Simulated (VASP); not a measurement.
# Li (I4/mmm) in VASP: a series of runs

Runs on Li. Level: PBEsol. Tasks: single point.

Program: VASP 6.6.1. These are calculated values, not measurements. Logs are shortened: lines on timing, memory, paths and dates and some standing lists are left out, and cuts for length are marked.

### 1 The cell of the first run

It takes space group I4/mmm (No. 139, tetragonal). The conventional cell has a = 3.114 Å, b = 3.114 Å, c = 4.272 Å, α = 90.00°, β = 90.00°, γ = 90.00°. Within 4.0 Å of Li (site symmetry 4/mmm) lie 12 Li at 3.07 to 3.11 Å.

### 2 Single point, PBEsol (strain -0.0300 x Voigt [0, 0, 1, 0, 0, 0])

The input, INCAR:

```
  ALGO = Normal
  EDIFF = 1E-6
  ENCUT = 520
  GGA = PS
  ISIF = 2
  ISMEAR = 0
  LASPH = True
  LCHARG = True
  LELF = True
  LREAL = False
  LVHAR = True
  LWAVE = False
  NBANDS = 8
  NELM = 100
  PREC = Accurate
  SIGMA = 0.15
```

The input, KPOINTS:

```
k-points
0
Gamma
  18 18 18
```

The input, POSCAR:

```
Li
1.0
    0.0000000000      2.2020000000      2.1359400000
    2.2020000000      0.0000000000      2.1359400000
    2.2020000000      2.2020000000      0.0000000000
Li
1
Direct
    0.0000000000      0.0000000000      0.0000000000
```

Potentials or basis: VASP PAW PBE potentials, release 64 (Li_sv).

Started as:

```console
$ cat potpaw_PBE.64/Li_sv/POTCAR > POTCAR
$ mpirun -np 1 vasp_std > vasp.out
```

OUTCAR:

```text
EDIFF = 1E-6
   ENCUT = 520
   GGA = PS
   ISIF = 2
   ISMEAR = 0
   LASPH = True
   LREAL = False
   NELM = 100
   PREC = Accurate

 ion  position               nearest neighbor table
   1  0.000  0.000  0.000-

  LATTYP: Found a body centered tetragonal cell.
 ALAT       =     3.1140982643
 C/A-ratio  =     1.3717871555

  Lattice vectors:

 A1 = (   0.0000000000,  -2.2020000000,  -2.1359400000)
 A2 = (   0.0000000000,   2.2020000000,  -2.1359400000)
 A3 = (   2.2020000000,   0.0000000000,   2.1359400000)

Analysis of symmetry for initial positions (statically):
=====================================================================
 Subroutine PRICEL returns:
 Original cell was already a primitive cell.

 Routine SETGRP: Setting up the symmetry group for a
 body centered tetragonal supercell.

 Subroutine GETGRP returns: Found 16 space group operations
 (whereof 16 operations were pure point group operations)
 out of a pool of 16 trial point group operations.

The static configuration has the point symmetry D_4h.

Analysis of symmetry for dynamics (positions and initial velocities):
=====================================================================
 Subroutine PRICEL returns:
 Original cell was already a primitive cell.

 Routine SETGRP: Setting up the symmetry group for a
 body centered tetragonal supercell.

 Subroutine GETGRP returns: Found 16 space group operations
 (whereof 16 operations were pure point group operations)
 out of a pool of 16 trial point group operations.

The dynamic configuration has the point symmetry D_4h.

 Subroutine INISYM returns: Found 16 space group operations
 (whereof 16 operations are pure point group operations),
 and found     1 'primitive' translations

----------------------------------------------------------------------------------------

                                     Primitive cell

  volume of cell :      20.7135

  direct lattice vectors                    reciprocal lattice vectors
     0.000000000  2.202000000  2.135940000    -0.227066303  0.227066303  0.234088973
     2.202000000  0.000000000  2.135940000     0.227066303 -0.227066303  0.234088973
     2.202000000  2.202000000  0.000000000     0.227066303  0.227066303 -0.234088973

  length of vectors
     3.067742441  3.067742441  3.114098264     0.397386285  0.397386285  0.397386285

  position of ions in fractional coordinates (direct lattice)
     0.000000000  0.000000000  0.000000000

  ion indices of the primitive-cell ions
   primitive index   ion index
                 1           1

----------------------------------------------------------------------------------------

 KPOINTS: k-points

Automatic generation of k-mesh.
 Grid dimensions read from file:
 generate k-points for:   18   18   18

 Generating k-lattice:

  Cartesian coordinates                     Fractional coordinates (reciprocal lattice)
    -0.012614795  0.012614795  0.013004943     0.055555556 -0.000000000  0.000000000
     0.012614795 -0.012614795  0.013004943    -0.000000000  0.055555556  0.000000000
     0.012614795  0.012614795 -0.013004943     0.000000000  0.000000000  0.055555556

  Length of vectors
     0.022077016  0.022077016  0.022077016

  Shift w.r.t. Gamma in fractional coordinates (k-lattice)
     0.000000000  0.000000000  0.000000000

 Subroutine IBZKPT returns following result:
 ===========================================

 Found    480 irreducible k-points:

 Following reciprocal coordinates:
            Coordinates               Weight
  0.000000  0.000000  0.000000      1.000000
  0.055556  0.000000  0.000000      8.000000
  0.111111  0.000000  0.000000      8.000000
  0.166667 -0.000000  0.000000      8.000000
  0.222222 -0.000000  0.000000      8.000000
  0.277778  0.000000  0.000000      8.000000
[... 16 lines left out ...]
 -0.277778  0.055556  0.000000      8.000000
 -0.222222  0.055556  0.000000      8.000000
 [... further k-points ...]
   k-points           NKPTS =    480   k-points in BZ     NKDIM =    480   number of bands    NBANDS=      8
   number of dos      NEDOS =    301   number of ions     NIONS =      1
   total plane-waves  NPLWV =  13824
   dimension x,y,z NGX =    24 NGY =   24 NGZ =   24
   dimension x,y,z NGXF=    48 NGYF=   48 NGZF=   48
   ions per type =               1
   NGX,Y,Z   is equivalent  to a cutoff of  13.01, 13.01, 12.81 a.u.
   NGXF,Y,Z  is equivalent  to a cutoff of  26.01, 26.01, 25.62 a.u.
 SYSTEM =  unknown system
   PREC   = accura    normal or accurate (medium, high low for compatibility)
   ISTART =      0    job   : 0-new  1-cont  2-samecut
   ICHARG =      2    charge: 1-file 2-atom 10-const
   ISPIN  =      1    spin polarized calculation?
   LNONCOLLINEAR =      F non collinear calculations
   LSORBIT =      F    spin-orbit coupling
   LASPH  =      T    aspherical Exc in radial PAW
   ENCUT  =  520.0 eV  38.22 Ry    6.18 a.u.   5.70  5.70  5.79*2*pi/ulx,y,z
   NELM   =    100;   NELMIN=  2; NELMDL= -5     # of ELM steps
   EDIFF  = 0.1E-05   stopping-criterion for ELM
   LREAL  =      F    real-space projection
   EDIFFG = 0.1E-04   stopping-criterion for IOM
   NSW    =      0    number of steps for IOM
   IBRION =     -1    ionic relax: 0-MD 1-quasi-New 2-CG
   NFREE  =      0    steps in history (QN), initial steepest desc. (CG)
   ISIF   =      2    stress and relaxation
   ISYM   =      2    0-nonsym 1-usesym 2-fastsym
   POTIM  = 0.5000    time-step for ionic-motion
   TEBEG  =    0.0;   TEEND  =   0.0 temperature during run
   PSTRESS=    0.0 pullay stress
   NELECT =       3.0000    total number of electrons
   NUPDOWN=      -1.0000    fix difference up-down
   EMIN   =  10.00;   EMAX   =-10.00  energy-range for DOS
   EFERMI =   0.00;   METHOD = LEGACY
   ISMEAR =     0;   SIGMA  =   0.15  broadening in eV -4-tet -1-fermi 0-gaus
   EFERMI_NEDOS =   21; number of points for ismear=-14 and -15
   IALGO  =     38    algorithm
   IMIX   =      4    mixing-type and parameters
     AMIX     =   0.40;   BMIX     =  1.00
     AMIX_MAG =   1.60;   BMIX_MAG =  1.00
  volume/ion in A,a.u.               =      20.71       139.78
  Fermi-wavevector in a.u.,A,eV,Ry     =   0.859734  1.624661 10.056641  0.739142
  Thomas-Fermi vector in A             =   1.977133
   LORBIT       =      0    0 simple, 1 ext, 2 COOP (PROOUT), +10 PAW based schemes
   GGA     = PS    functional components
   LHFCALC =     F    Hartree Fock is set to
   AEXX    =    0.0000 exact exchange contribution
   IVDW    =     0    specifies the selected vdW correction
   LEPSILON=     F    determine dielectric tensor
   LRPA    =     F    only Hartree local field effects (RPA)
 non-spin polarized calculation
 Gauss-broadening in eV      SIGMA  =   0.15
  energy-cutoff  :      520.00
  volume of cell :       20.71
 maximum number of plane-waves:       572
   NGX = 11   NGY = 11   NGZ = 11

 number of electron       3.0000000 magnetization

 Free energy of the ion-electron system (eV)
  ---------------------------------------------------
  ext. energy  EPLUGINS =         0.00000000
  ---------------------------------------------------
  free energy    TOTEN  =        -1.97054629 eV

  energy without entropy =       -1.96568371  energy(sigma->0) =       -1.96811500

 E-fermi :   0.5731     XC(G=0):  -6.9650

 val. band max:        0.5607168041   @ k =   0.5000  -0.0000   0.0000
 cond. band min:       0.5763158877   @ k =   0.5000   0.1111   0.3333
 fundamental gap:      0.0155990836
 Fermi energy:         0.5731335915

 k-point     1 :       0.0000    0.0000    0.0000
  band No.  band energies     occupation
      1     -45.3809      2.00000
      2      -2.9591      2.00000
      3      14.7003      0.00000
      4      14.7430      0.00000
      5      14.7430      0.00000
      6      18.5102      0.00000
      7      18.5102      0.00000
      8      18.6130      0.00000

 k-point     2 :       0.0556    0.0000    0.0000
  band No.  band energies     occupation
      1     -45.3805      2.00000
      2      -2.9045      2.00000
      3      14.1092      0.00000
      4      14.5971      0.00000
      5      14.6020      0.00000
      6      17.9343      0.00000
      7      18.7445      0.00000
      8      18.7944      0.00000

 k-point     3 :       0.1111    0.0000    0.0000
  band No.  band energies     occupation
      1     -45.3790      2.00000
      2      -2.7405      2.00000
      3      12.6537      0.00000
      4      14.2557      0.00000
      5      14.3304      0.00000
      6      17.7582      0.00000
      7      19.2749      0.00000
      8      19.3337      0.00000

 k-point     4 :       0.1667   -0.0000    0.0000
  band No.  band energies     occupation
      1     -45.3767      2.00000
      2      -2.4672      2.00000
      3      10.9499      0.00000
      4      13.8655      0.00000
      5      14.0187      0.00000
      6      17.9225      0.00000
      7      19.5274      0.00000
      8      19.7792      0.00000

 k-point     5 :       0.2222   -0.0000    0.0000
  band No.  band energies     occupation
      1     -45.3739      2.00000
      2      -2.0854      2.00000
      3       9.2513      0.00000
      4      13.5097      0.00000
      5      13.7391      0.00000
      6      18.1808      0.00000
      7      19.0028      0.00000
      8      19.4333      0.00000
[... 177 lines left out ...]
 k-point    22 :      -0.3333    0.0556    0.0000
  band No.  band energies     occupation
      1     -45.3670      2.00000
      2      -0.7689      2.00000
      3       5.7837      0.00000
      4      12.6076      0.00000
      5      13.2661      0.00000
      6      16.6776      0.00000
      7      17.1955      0.00000
      8      19.6387      0.00000

 k-point    23 :      -0.2778    0.0556    0.0000
  band No.  band energies     occupation
      1     -45.3697      2.00000
      2      -1.3778      2.00000
      3       7.2032      0.00000
      4      12.6367      0.00000
      5      13.6187      0.00000
      6      17.2473      0.00000
      7      17.6666      0.00000
      8      19.3470      0.00000

 k-point    24 :      -0.2222    0.0556    0.0000
  band No.  band energies     occupation
      1     -45.3726      2.00000
      2      -1.8965      2.00000
      3       8.7653      0.00000
      4      12.7715      0.00000
      5      13.9890      0.00000
      6      17.8167      0.00000
      7      18.3186      0.00000
      8      19.0095      0.00000

 [... further k-points ...]
[... 5 lines left out ...]
  --------------------------------------------------------------------------------------
  -------------------------------------------------------------------------------------
  Total       -0.0601774     -0.0601774     -0.0389982      0.0000000     -0.0000000      0.0000000
  in kB       -4.6546836     -4.6546836     -3.0164874      0.0000000     -0.0000000      0.0000000
  external PRESSURE =      -4.1086182 kB  Pullay stress =       0.0000000 kB

 VOLUME and BASIS-vectors are now :
 -----------------------------------------------------------------------------
  energy-cutoff  :      520.00
  volume of cell :       20.71
      direct lattice vectors                 reciprocal lattice vectors
     0.000000000  2.202000000  2.135940000    -0.227066303  0.227066303  0.234088973
     2.202000000  0.000000000  2.135940000     0.227066303 -0.227066303  0.234088973
     2.202000000  2.202000000  0.000000000     0.227066303  0.227066303 -0.234088973

 POSITION                                       TOTAL-FORCE (eV/Angst)
 -----------------------------------------------------------------------------------
      0.00000      0.00000      0.00000         0.000000      0.000000      0.000000
 -----------------------------------------------------------------------------------
    total drift:                               -0.000000      0.000000     -0.000000

  FREE ENERGIE OF THE ION-ELECTRON SYSTEM (eV)
  ---------------------------------------------------
  free  energy   TOTEN  =        -1.9705462854 eV

  energy  without entropy=       -1.9656837141  energy(sigma->0) =       -1.96811500
```

It took 15 s on 1 thread of Intel Xeon 6975P-C (Granite Rapids), shared host; peak memory 0.18 GiB.

What came out:

| Item | Value |
| --- | --- |
| Free energy | -1.9705 eV |
| Band gap on the k mesh | zero (an odd number of electrons rules out a gap without spin polarisation) |

Caveat: the cell differs from its parent crystal (strain -0.0300 x Voigt [0, 0, 1, 0, 0, 0]); the cutoff is under 1.25 times the usual one of these potentials, so pressure, stress and relaxed cells hold a basis-set (Pulay) error; the PAW data sets were made with another functional, which shifts forces and pressure a little.

### 3 Single point, PBEsol (strain -0.0150 x Voigt [0, 0, 1, 0, 0, 0])

The input, INCAR:

```
ALGO = Fast
EDIFF = 1E-7
ENCUT = 520
GGA = PS
ISIF = 2
ISMEAR = 0
LASPH = T
LCHARG = F
LREAL = F
LWAVE = F
NBANDS = 8
NELM = 80
PREC = Accurate
SIGMA = 0.15
```

KPOINTS is that of step 2.

The input, POSCAR:

```
Li
1.0
    0.0000000000      2.2020000000      2.1689700000
    2.2020000000      0.0000000000      2.1689700000
    2.2020000000      2.2020000000      0.0000000000
Li
1
Direct
    0.0000000000      0.0000000000      0.0000000000
```

Potentials or basis: VASP PAW PBE potentials, release 64 (Li_sv).

Started as:

```console
$ cat potpaw_PBE.64/Li_sv/POTCAR > POTCAR
$ mpirun -np 1 vasp_std > vasp.out
```

Wall time 28 s (1 thread of Intel Xeon 6975P-C (Granite Rapids), shared host); peak memory 0.18 GiB.

The run converged. Its results:

```yaml
Free_energy: -1.9700 eV
Band_gap_on_the_k_mesh: zero (an odd number of electrons rules out a gap without spin polarisation)
```

Levels at points of the mesh, in eV from the Fermi level:
| k point | band 1 | band 2 | band 3 | band 4 | band 5 | band 6 |
| --- | --- | --- | --- | --- | --- | --- |
| (0.00, 0.00, 0.00) | -45.98 | -3.51 | 13.99 | 14.01 | 14.01 | 17.77 |
| (0.50, 0.00, 0.00) | -45.97 | -0.01 | 2.81 | 12.20 | 12.44 | 16.02 |
| (0.50, 0.50, 0.00) | -45.96 | 1.62 | 4.70 | 8.09 | 8.09 | 10.23 |
| (0.50, 0.00, 0.50) | -45.96 | 1.43 | 4.51 | 8.27 | 8.34 | 10.44 |

Caveat: the cell differs from its parent crystal (strain -0.0150 x Voigt [0, 0, 1, 0, 0, 0]); the cutoff is under 1.25 times the usual one of these potentials, so pressure, stress and relaxed cells hold a basis-set (Pulay) error; the PAW data sets were made with another functional, which shifts forces and pressure a little.

### 4 Single point, PBEsol (strain +0.0150 x Voigt [0, 0, 1, 0, 0, 0])

The input, INCAR:

```
ALGO     = Normal         # electronic algorithm
EDIFF    = 1E-6           # SCF threshold, eV
ENCUT    = 520            # plane-wave cutoff, eV
GGA      = PS             # functional
ISIF     = 2              # what is computed and relaxed
ISMEAR   = 0              # smearing method
LASPH    = T              # aspherical terms in the spheres
LCHARG   = T              # write CHGCAR
LELF     = T              # ELF
LREAL    = F              # projectors in reciprocal space
LVHAR    = T            
LWAVE    = F              # write WAVECAR
NBANDS   = 8              # bands
NELM     = 60             # most SCF steps
PREC     = Accurate       # precision mode
SIGMA    = 0.15           # smearing width, eV
```

KPOINTS is that of step 3.

The input, POSCAR:

```
Li
1.0
    0.0000000000      2.2020000000      2.2350300000
    2.2020000000      0.0000000000      2.2350300000
    2.2020000000      2.2020000000      0.0000000000
Li
1
Direct
    0.0000000000      0.0000000000      0.0000000000
```

Started as:

```console
$ cat potpaw_PBE.64/Li_sv/POTCAR > POTCAR
$ mpirun -np 1 vasp_std > vasp.out
```

Run time: 16 s. Hardware: 1 thread of Intel Xeon 6975P-C (Granite Rapids), shared host; peak memory 0.17 GiB.

It converged, with:

| Property | Result |
| --- | --- |
| Free energy | -1.9673 eV |
| Band gap on the k mesh | zero (an odd number of electrons rules out a gap without spin polarisation) |

Levels at points of the mesh, in eV from the Fermi level:
```csv
k point,band 1,band 2,band 3,band 4,band 5
"(0.00, 0.00, 0.00)",-46.04,-3.48,13.70,13.70,13.72
"(0.50, 0.00, 0.00)",-46.02,0.00,2.72,11.94,12.19
"(0.50, 0.50, 0.00)",-46.02,1.35,4.34,8.20,8.20
"(0.50, 0.00, 0.50)",-46.02,1.54,4.53,7.97,8.04
```

Caveat: the cell differs from its parent crystal (strain +0.0150 x Voigt [0, 0, 1, 0, 0, 0]); the cutoff is under 1.25 times the usual one of these potentials, so pressure, stress and relaxed cells hold a basis-set (Pulay) error; the PAW data sets were made with another functional, which shifts forces and pressure a little.

(Part 1 of 2 ends here.)
